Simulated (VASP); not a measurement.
Write the native input for VASP 6.6.1 that does the following.

- Task: single point
- Functional: PBEsol
- Potentials or basis: VASP PAW PBE potentials, release 64 (Hf_pv, B)
- Cutoff: 520 eV
- k mesh: 13 × 13 × 11
- Occupations: fermi-dirac, width 0.05 eV
- Spin: no spin polarisation
- Dipole correction: no
- Further INCAR settings: ALGO = Normal; EDIFF = 1e-06; NBANDS = 15

The structure of HfB2 lies in POSCAR:

```
HfB2
1.0
    3.1294983495      0.0000000000      0.0000000000
   -1.5647491748      2.7102250717      0.0000000000
    0.0000000000      0.0000000000      3.4683611171
Hf B
1 2
Direct
    0.0000000000      0.0000000000      0.0000000000
    0.3333333333      0.6666666667      0.5000000000
    0.6666666667      0.3333333333      0.5000000000
```

One way to write it, as run:

INCAR

```
  PREC = Accurate
  ENCUT = 520
  EDIFF = 1E-6
  ISMEAR = -1
  SIGMA = 0.05
  LREAL = False
  LASPH = True
  NELM = 100
  ALGO = Normal
  ISIF = 2
  LWAVE = False
  LCHARG = False
  GGA = PS
  NBANDS = 15
```

KPOINTS

```
Automatic mesh
0
Gamma
  13 13 11
```

Potentials or basis: VASP PAW PBE potentials, release 64 (Hf_pv, B).

Command:

```sh
$ cat potpaw_PBE.64/Hf_pv/POTCAR potpaw_PBE.64/B/POTCAR > POTCAR
$ mpirun -np 1 vasp_std > vasp.out
```

Results of the run:

| Item | Value |
| --- | --- |
| Pressure | -1.9 GPa |
| Band gap on the k mesh | zero (bands 8 and 9 overlap by 1.03 eV) |

Caveat: the PAW data sets were made with another functional, which shifts forces and pressure a little; spin-orbit coupling is left out, which moves the levels of the heavy elements.

It took 63 s on 1 thread of Intel Xeon 8259CL, on a shared host, peak memory 0.19 GiB.
